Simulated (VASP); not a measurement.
# As in VASP: single point with LDA

Aim: the single point of As with LDA.

All numbers are computed with VASP 6.6.1; they aren't measurements. Logs are shortened: lines on timing, memory, paths and dates and some standing lists are left out, and cuts for length are marked.

### 1 The cell of the first run

The cell holds a slab with vacuum, 8 atoms: a = 3.650 Å, b = 4.470 Å, c = 27.920 Å, α = 90.00°, β = 90.00°, γ = 90.00°.

### 2 Single point, LDA

Contents of INCAR:

```
SYSTEM = As
PREC = Accurate
ENCUT = 400
EDIFF = 1E-6
ISMEAR = 0
SIGMA = 0.1
LREAL = .False.
LASPH = .True.
NELM = 120
ALGO = Normal
ISIF = 2
LWAVE = .False.
LCHARG = .False.
LDIPOL = .True.
IDIPOL = 3
DIPOL = 0.5 0.5 0.497
GGA = CA
NBANDS = 70
GGA_COMPAT = .False.
NELMDL = -8
```

Contents of KPOINTS:

```
regular mesh
0
Gamma
  7 6 1
  0 0 0
```

Contents of POSCAR:

```
As
1.0
    3.6500000000      0.0000000000      0.0000000000
    0.0000000000      4.4700000000      0.0000000000
    0.0000000000      0.0000000000     27.9200001152
As
8
Direct
    0.5000000000      0.9400000000      0.3581661876
    0.0000000000      0.5600000000      0.3581661876
    0.5000000000      0.0600000000      0.4448424073
    0.0000000000      0.4400000000      0.4448424073
    0.0000000000      0.9369686258      0.5497749066
    0.5000000000      0.5630313742      0.5497749066
    0.0000000000      0.0631888443      0.6354583148
    0.5000000000      0.4368111557      0.6354583148
```

Potentials or basis: VASP PAW LDA potentials, release 64 (As_d).

On the command line:

```console
cat potpaw_LDA.64/As_d/POTCAR > POTCAR
mpirun -np 1 vasp_std > vasp.out
```

OUTCAR:

```text
SYSTEM = As
   PREC = Accurate
   ENCUT = 400
   EDIFF = 1E-6
   ISMEAR = 0
   LREAL = .False.
   LASPH = .True.
   NELM = 120
   ISIF = 2
   GGA = CA
   NELMDL = -8

 ion  position               nearest neighbor table
   1  0.500  0.940  0.358-   3 2.48   2 2.49   2 2.49
   2  0.000  0.560  0.358-   4 2.48   1 2.49   1 2.49
   3  0.500  0.060  0.445-   1 2.48   4 2.49   4 2.49
   4  0.000  0.440  0.445-   2 2.48   3 2.49   3 2.49
   5  0.000  0.937  0.550-   7 2.46   6 2.47   6 2.47
   6  0.500  0.563  0.550-   8 2.46   5 2.47   5 2.47
   7  0.000  0.063  0.635-   5 2.46   8 2.47   8 2.47
   8  0.500  0.437  0.635-   6 2.46   7 2.47   7 2.47

  LATTYP: Found a simple orthorhombic cell.
 ALAT       =     3.6500000000
 B/A-ratio  =     1.2246575342
 C/A-ratio  =     7.6493151001

  Lattice vectors:

 A1 = (   3.6500000000,   0.0000000000,   0.0000000000)
 A2 = (   0.0000000000,   4.4700000000,   0.0000000000)
 A3 = (   0.0000000000,   0.0000000000,  27.9200001152)

Analysis of symmetry for initial positions (statically):
=====================================================================
 Subroutine PRICEL returns:
 Original cell was already a primitive cell.

 Routine SETGRP: Setting up the symmetry group for a
 simple orthorhombic supercell.

 Subroutine GETGRP returns: Found  4 space group operations
 (whereof  2 operations were pure point group operations)
 out of a pool of  8 trial point group operations.

The static configuration has the point symmetry C_1h.
 The point group associated with its full space group is C_2v.

Analysis of symmetry for dynamics (positions and initial velocities):
=====================================================================
 Subroutine PRICEL returns:
 Original cell was already a primitive cell.

 Routine SETGRP: Setting up the symmetry group for a
 simple orthorhombic supercell.
[... 101 lines left out ...]
   ISTART =      0    job   : 0-new  1-cont  2-samecut
   ICHARG =      2    charge: 1-file 2-atom 10-const
   ISPIN  =      1    spin polarized calculation?
   LNONCOLLINEAR =      F non collinear calculations
   LSORBIT =      F    spin-orbit coupling
   LASPH  =      T    aspherical Exc in radial PAW
   ENCUT  =  400.0 eV  29.40 Ry    5.42 a.u.   5.95  7.29 45.53*2*pi/ulx,y,z
   NELM   =    120;   NELMIN=  2; NELMDL= -8     # of ELM steps
   EDIFF  = 0.1E-05   stopping-criterion for ELM
   LREAL  =      F    real-space projection
[... 7 lines left out ...]
   TEBEG  =    0.0;   TEEND  =   0.0 temperature during run
   PSTRESS=    0.0 pullay stress
   NELECT =     120.0000    total number of electrons
   NUPDOWN=      -1.0000    fix difference up-down
   EMIN   =  10.00;   EMAX   =-10.00  energy-range for DOS
   EFERMI =   0.00;   METHOD = LEGACY
   ISMEAR =     0;   SIGMA  =   0.10  broadening in eV -4-tet -1-fermi 0-gaus
   EFERMI_NEDOS =   21; number of points for ismear=-14 and -15
   IALGO  =     38    algorithm
   IMIX   =      4    mixing-type and parameters
     AMIX     =   0.40;   BMIX     =  1.00
     AMIX_MAG =   1.60;   BMIX_MAG =  1.00
  volume/ion in A,a.u.               =      56.94       384.26
  Fermi-wavevector in a.u.,A,eV,Ry     =   1.049454  1.983180 14.984820  1.101353
  Thomas-Fermi vector in A             =   2.184417
   LORBIT       =      0    0 simple, 1 ext, 2 COOP (PROOUT), +10 PAW based schemes
   GGA     = CA    functional components
   LHFCALC =     F    Hartree Fock is set to
   AEXX    =    0.0000 exact exchange contribution
   IVDW    =     0    specifies the selected vdW correction
   LEPSILON=     F    determine dielectric tensor
   LRPA    =     F    only Hartree local field effects (RPA)
 non-spin polarized calculation
 Gauss-broadening in eV      SIGMA  =   0.10
  energy-cutoff  :      400.00
  volume of cell :      455.53
 maximum number of plane-waves:      8340
 NGX is ok and might be reduce to    24
   NGX = 11   NGY = 15   NGZ = 91

 number of electron     120.0000063 magnetization

 dipolmoment           0.000000      0.000000     -0.000424 electrons x Angstroem

 Free energy of the ion-electron system (eV)
  ---------------------------------------------------
  ext. energy  EPLUGINS =         0.00000000
  ---------------------------------------------------
  free energy    TOTEN  =       -42.26439159 eV

  energy without entropy =      -42.26266610  energy(sigma->0) =      -42.26352884

 E-fermi :  -1.4498     XC(G=0):  -4.6278

 val. band max:       -1.5254881473   @ k =   0.0000   0.0000   0.0000
 cond. band min:      -1.3788371144   @ k =   0.0000   0.0000   0.0000
 fundamental gap:      0.1466510328
 Fermi energy:        -1.4497650789

 k-point     1 :       0.0000    0.0000    0.0000
  band No.  band energies     occupation
      1     -37.6651      2.00000
      2     -37.6271      2.00000
      3     -37.6240      2.00000
      4     -37.6132      2.00000
      5     -37.6041      2.00000
      6     -37.5863      2.00000
[... 1157 lines left out ...]
     69       3.7726      0.00000
     70       3.7832      0.00000

------------------------ aborting loop because EDIFF is reached ----------------------------------------

 vacuum level on the upper side and lower side of the slab       (xc-potential included)        -0.189        -0.186

  FORCE on cell =-STRESS in cart. coord.  units (eV):
  Direction    XX          YY          ZZ          XY          YZ          ZX
  --------------------------------------------------------------------------------------
  -------------------------------------------------------------------------------------
  Total       -0.5821331     -2.1086110     -0.9027745      0.0000000      0.0000000      0.0000000
  in kB       -2.0474677     -7.4163677     -3.1752216      0.0000000      0.0000000      0.0000000
  external PRESSURE =      -4.2130190 kB  Pullay stress =       0.0000000 kB

 VOLUME and BASIS-vectors are now :
 -----------------------------------------------------------------------------
  energy-cutoff  :      400.00
  volume of cell :      455.53
      direct lattice vectors                 reciprocal lattice vectors
     3.650000000  0.000000000  0.000000000     0.273972603  0.000000000  0.000000000
     0.000000000  4.470000000  0.000000000     0.000000000  0.223713647  0.000000000
     0.000000000  0.000000000 27.920000115     0.000000000  0.000000000  0.035816619

 POSITION                                       TOTAL-FORCE (eV/Angst)
 -----------------------------------------------------------------------------------
      1.82500      4.20180     10.00000         0.000000     -0.170547      0.152918
      0.00000      2.50320     10.00000         0.000000      0.170547      0.152918
      1.82500      0.26820     12.42000         0.000000      0.162854     -0.156928
      0.00000      1.96680     12.42000         0.000000     -0.162854     -0.156928
      0.00000      4.18825     15.34972         0.000000      0.025625     -0.022726
      1.82500      2.51675     15.34972         0.000000     -0.025625     -0.022726
      0.00000      0.28245     17.74200         0.000000     -0.033131      0.026737
      1.82500      1.95255     17.74200         0.000000      0.033131      0.026737
 -----------------------------------------------------------------------------------
    total drift:                                0.000000     -0.000000     -0.006478

  FREE ENERGIE OF THE ION-ELECTRON SYSTEM (eV)
  ---------------------------------------------------
  free  energy   TOTEN  =       -42.2643915893 eV

  energy  without entropy=      -42.2626660966  energy(sigma->0) =      -42.26352884

 vacuum level on the upper side and lower side of the slab         2.863         2.867
```

OSZICAR:

```text
N       E                     dE             d eps       ncg     rms          rms(c)
DAV:   1     0.153177298118E+04    0.15318E+04   -0.52090E+04  3136   0.613E+03
DAV:   2     0.280136318181E+03   -0.12516E+04   -0.12159E+04  2496   0.137E+03
DAV:   3    -0.702707917630E+01   -0.28716E+03   -0.28039E+03  3094   0.234E+02
[... 18 lines left out ...]
DAV:  22    -0.422643795302E+02   -0.97464E-05   -0.68262E-07  1558   0.112E-02    0.376E-04
DAV:  23    -0.422643853143E+02   -0.57842E-05   -0.53692E-07  1534   0.548E-03    0.231E-04
DAV:  24    -0.422643884118E+02   -0.30975E-05   -0.23286E-07  1568   0.799E-03    0.158E-04
DAV:  25    -0.422643906776E+02   -0.22658E-05   -0.18077E-07  1528   0.450E-03    0.889E-05
DAV:  26    -0.422643915893E+02   -0.91174E-06   -0.78846E-08  1524   0.313E-03
   1 F= -.42264392E+02 E0= -.42263529E+02  d E =-.172549E-02
```

Wall time 7 min (1 thread of Intel Xeon Platinum 8488C (Sapphire Rapids), shared host); peak memory 0.4 GiB.

What came out:

```
Free energy   : -42.2644 eV
Largest force : 0.229 eV/Å
```

Forces in eV/Å, atoms in the order of the input:
```
As   0.000 -0.171  0.153
As   0.000  0.171  0.153
As   0.000  0.163 -0.157
As   0.000 -0.163 -0.157
As   0.000  0.026 -0.023
As   0.000 -0.026 -0.023
As   0.000 -0.033  0.027
As   0.000  0.033  0.027
```
